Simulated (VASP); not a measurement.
# Sn (Fd-3m) in VASP: a series of runs, part 2 of 2

VASP 6.6.1. Earlier steps stand in the parts before.

## 3. Single point, PBEsol

File INCAR:

```
  PREC = Accurate
  ENCUT = 500
  EDIFF = 1E-6
  ISMEAR = -1
  SIGMA = 0.1
  LREAL = F
  LASPH = T
  NELM = 120
  ALGO = Normal
  ISIF = 2
  LWAVE = F
  LCHARG = T
  GGA = PS
  LELF = T
  LVHAR = T
  NBANDS = 21
  GGA_COMPAT = F
```

File KPOINTS:

```
Automatic mesh
0
Gamma
  7 7 7
```

File POSCAR:

```
Sn
1.0
    0.0000000000      3.2333428000      3.2333428000
    3.2333428000      0.0000000000      3.2333428000
    3.2333428000      3.2333428000      0.0000000000
Sn
2
Direct
    0.5000000000      0.5000000000      0.5000000000
    0.7500000000      0.7500000000      0.7500000000
```

Potentials or basis: VASP PAW PBE potentials, release 64 (Sn_d).

Run with:

```
$ cat potpaw_PBE.64/Sn_d/POTCAR > POTCAR
$ mpirun -np 1 vasp_std > vasp.out
```

OUTCAR:

```text
PREC = Accurate
   ENCUT = 500
   EDIFF = 1E-6
   ISMEAR = -1
   LREAL = F
   LASPH = T
   NELM = 120
   ISIF = 2
   GGA = PS

 ion  position               nearest neighbor table
   1  0.500  0.500  0.500-   2 2.80   2 2.80   2 2.80   2 2.80
   2  0.750  0.750  0.750-   1 2.80   1 2.80   1 2.80   1 2.80

  LATTYP: Found a face centered cubic cell.
 ALAT       =     6.4666856000

  Lattice vectors:

 A1 = (   0.0000000000,   3.2333428000,   3.2333428000)
 A2 = (   3.2333428000,   0.0000000000,   3.2333428000)
 A3 = (   3.2333428000,   3.2333428000,   0.0000000000)

Analysis of symmetry for initial positions (statically):
=====================================================================
 Subroutine PRICEL returns:
 Original cell was already a primitive cell.

 Routine SETGRP: Setting up the symmetry group for a
 face centered cubic supercell.

 Subroutine GETGRP returns: Found 48 space group operations
 (whereof 24 operations were pure point group operations)
 out of a pool of 48 trial point group operations.

The static configuration has the point symmetry T_d .
 The point group associated with its full space group is O_h .

Analysis of symmetry for dynamics (positions and initial velocities):
=====================================================================
 Subroutine PRICEL returns:
 Original cell was already a primitive cell.

 Routine SETGRP: Setting up the symmetry group for a
 face centered cubic supercell.

 Subroutine GETGRP returns: Found 48 space group operations
 (whereof 24 operations were pure point group operations)
 out of a pool of 48 trial point group operations.

The dynamic configuration has the point symmetry T_d .
 The point group associated with its full space group is O_h .

 Subroutine INISYM returns: Found 48 space group operations
 (whereof 24 operations are pure point group operations),
 and found     1 'primitive' translations

----------------------------------------------------------------------------------------

                                     Primitive cell

  volume of cell :      67.6060

  direct lattice vectors                    reciprocal lattice vectors
     0.000000000  3.233342800  3.233342800    -0.154638723  0.154638723  0.154638723
     3.233342800  0.000000000  3.233342800     0.154638723 -0.154638723  0.154638723
     3.233342800  3.233342800  0.000000000     0.154638723  0.154638723 -0.154638723

  length of vectors
     4.572637240  4.572637240  4.572637240     0.267842124  0.267842124  0.267842124

  position of ions in fractional coordinates (direct lattice)
     0.500000000  0.500000000  0.500000000
     0.750000000  0.750000000  0.750000000

  ion indices of the primitive-cell ions
   primitive index   ion index
                 1           1
                 2           2

----------------------------------------------------------------------------------------

 KPOINTS: Automatic mesh

Automatic generation of k-mesh.
 Grid dimensions read from file:
 generate k-points for:    7    7    7

 Generating k-lattice:

  Cartesian coordinates                     Fractional coordinates (reciprocal lattice)
    -0.022091246  0.022091246  0.022091246     0.142857143  0.000000000  0.000000000
     0.022091246 -0.022091246  0.022091246     0.000000000  0.142857143  0.000000000
     0.022091246  0.022091246 -0.022091246     0.000000000  0.000000000  0.142857143

  Length of vectors
     0.038263161  0.038263161  0.038263161

  Shift w.r.t. Gamma in fractional coordinates (k-lattice)
     0.000000000  0.000000000  0.000000000

 Subroutine IBZKPT returns following result:
 ===========================================

 Found     20 irreducible k-points:

 Following reciprocal coordinates:
            Coordinates               Weight
  0.000000  0.000000  0.000000      1.000000
  0.142857  0.000000  0.000000      8.000000
  0.285714  0.000000  0.000000      8.000000
  0.428571  0.000000  0.000000      8.000000
  0.142857  0.142857  0.000000      6.000000
  0.285714  0.142857  0.000000     24.000000
[... 12 lines left out ...]
 -0.428571  0.428571  0.142857     24.000000
 -0.285714  0.428571  0.142857     24.000000
   k-points           NKPTS =     20   k-points in BZ     NKDIM =     20   number of bands    NBANDS=     21
   number of dos      NEDOS =    301   number of ions     NIONS =      2
   total plane-waves  NPLWV =  46656
   dimension x,y,z NGX =    36 NGY =   36 NGZ =   36
   dimension x,y,z NGXF=    72 NGYF=   72 NGZF=   72
   ions per type =               2
   NGX,Y,Z   is equivalent  to a cutoff of  13.09, 13.09, 13.09 a.u.
   NGXF,Y,Z  is equivalent  to a cutoff of  26.18, 26.18, 26.18 a.u.
 SYSTEM =  unknown system
   PREC   = accura    normal or accurate (medium, high low for compatibility)
   ISTART =      0    job   : 0-new  1-cont  2-samecut
   ICHARG =      2    charge: 1-file 2-atom 10-const
   ISPIN  =      1    spin polarized calculation?
   LNONCOLLINEAR =      F non collinear calculations
   LSORBIT =      F    spin-orbit coupling
   LASPH  =      T    aspherical Exc in radial PAW
   ENCUT  =  500.0 eV  36.75 Ry    6.06 a.u.   8.34  8.34  8.34*2*pi/ulx,y,z
   NELM   =    120;   NELMIN=  2; NELMDL= -5     # of ELM steps
   EDIFF  = 0.1E-05   stopping-criterion for ELM
   LREAL  =      F    real-space projection
   EDIFFG = 0.1E-04   stopping-criterion for IOM
   NSW    =      0    number of steps for IOM
   IBRION =     -1    ionic relax: 0-MD 1-quasi-New 2-CG
   NFREE  =      0    steps in history (QN), initial steepest desc. (CG)
   ISIF   =      2    stress and relaxation
   ISYM   =      2    0-nonsym 1-usesym 2-fastsym
   POTIM  = 0.5000    time-step for ionic-motion
   TEBEG  =    0.0;   TEEND  =   0.0 temperature during run
   PSTRESS=    0.0 pullay stress
   NELECT =      28.0000    total number of electrons
   NUPDOWN=      -1.0000    fix difference up-down
   EMIN   =  10.00;   EMAX   =-10.00  energy-range for DOS
   EFERMI =   0.00;   METHOD = LEGACY
   ISMEAR =    -1;   SIGMA  =   0.10  broadening in eV -4-tet -1-fermi 0-gaus
   EFERMI_NEDOS =   21; number of points for ismear=-14 and -15
   IALGO  =     38    algorithm
   IMIX   =      4    mixing-type and parameters
     AMIX     =   0.40;   BMIX     =  1.00
     AMIX_MAG =   1.60;   BMIX_MAG =  1.00
  volume/ion in A,a.u.               =      33.80       228.11
  Fermi-wavevector in a.u.,A,eV,Ry     =   1.220298  2.306028 20.260793  1.489126
  Thomas-Fermi vector in A             =   2.355520
   LORBIT       =      0    0 simple, 1 ext, 2 COOP (PROOUT), +10 PAW based schemes
   GGA     = PS    functional components
   LHFCALC =     F    Hartree Fock is set to
   AEXX    =    0.0000 exact exchange contribution
   IVDW    =     0    specifies the selected vdW correction
   LEPSILON=     F    determine dielectric tensor
   LRPA    =     F    only Hartree local field effects (RPA)
 non-spin polarized calculation
  energy-cutoff  :      500.00
  volume of cell :       67.61
 maximum number of plane-waves:      1759
 NGX is ok and might be reduce to    36
   NGX = 17   NGY = 17   NGZ = 17

 number of electron      28.0000008 magnetization

 Free energy of the ion-electron system (eV)
  ---------------------------------------------------
  ext. energy  EPLUGINS =         0.00000000
  ---------------------------------------------------
  free energy    TOTEN  =        -8.44162799 eV

  energy without entropy =       -8.43218085  energy(sigma->0) =       -8.43690442

 E-fermi :   5.5500     XC(G=0):  -9.1109

 val. band max:        5.3312281565   @ k =   0.1429   0.0000   0.0000
 cond. band min:       5.5943134320   @ k =   0.4286   0.0000   0.0000
 fundamental gap:      0.2630852756
 Fermi energy:         5.5500169927

 k-point     1 :       0.0000    0.0000    0.0000
  band No.  band energies     occupation
      1     -16.0157      2.00000
      2     -16.0157      2.00000
      3     -16.0157      2.00000
      4     -15.9538      2.00000
      5     -15.9538      2.00000
      6     -15.6331      2.00000
[... 13 lines left out ...]
     20      13.5996      0.00000
     21      13.5996      0.00000
[... 433 lines left out ...]
 k-point    20 :      -0.2857    0.4286    0.1429
  band No.  band energies     occupation
      1     -16.0914      2.00000
      2     -16.0782      2.00000
      3     -15.9049      2.00000
      4     -15.8344      2.00000
      5     -15.8148      2.00000
      6     -15.7812      2.00000
[... 13 lines left out ...]
     20      14.3313      0.00000
     21      16.0913      0.00000

------------------------ aborting loop because EDIFF is reached ----------------------------------------

  FORCE on cell =-STRESS in cart. coord.  units (eV):
  Direction    XX          YY          ZZ          XY          YZ          ZX
  --------------------------------------------------------------------------------------
  -------------------------------------------------------------------------------------
  Total        0.6492295      0.6492295      0.6492295     -0.0000000      0.0000000     -0.0000000
  in kB       15.3859231     15.3859231     15.3859231     -0.0000000      0.0000000     -0.0000000
  external PRESSURE =      15.3859231 kB  Pullay stress =       0.0000000 kB

 VOLUME and BASIS-vectors are now :
 -----------------------------------------------------------------------------
  energy-cutoff  :      500.00
  volume of cell :       67.61
      direct lattice vectors                 reciprocal lattice vectors
     0.000000000  3.233342800  3.233342800    -0.154638723  0.154638723  0.154638723
     3.233342800  0.000000000  3.233342800     0.154638723 -0.154638723  0.154638723
     3.233342800  3.233342800  0.000000000     0.154638723  0.154638723 -0.154638723

 POSITION                                       TOTAL-FORCE (eV/Angst)
 -----------------------------------------------------------------------------------
      3.23334      3.23334      3.23334         0.000000     -0.000000     -0.000000
      4.85001      4.85001      4.85001        -0.000000      0.000000      0.000000
 -----------------------------------------------------------------------------------
    total drift:                                0.000000      0.000000      0.000000

  FREE ENERGIE OF THE ION-ELECTRON SYSTEM (eV)
  ---------------------------------------------------
  free  energy   TOTEN  =        -8.4416279911 eV

  energy  without entropy=       -8.4321808503  energy(sigma->0) =       -8.43690442
```

Wall time 30 s (1 thread of Intel Xeon Platinum 8375C at 2.90GHz (Ice Lake), shared host); peak memory 0.2 GiB.

Results:

```
Free energy            : -8.4416 eV
Pressure               : 1.5 GPa
Band gap on the k mesh : zero (bands 14 and 15 overlap by 0.10 eV)
```

Caveat: the PAW data sets were made with another functional, which shifts forces and pressure a little; spin-orbit coupling is left out, which moves the levels of the heavy elements.

The gap in the log of VASP goes by the Fermi energy; the results here count the filled bands.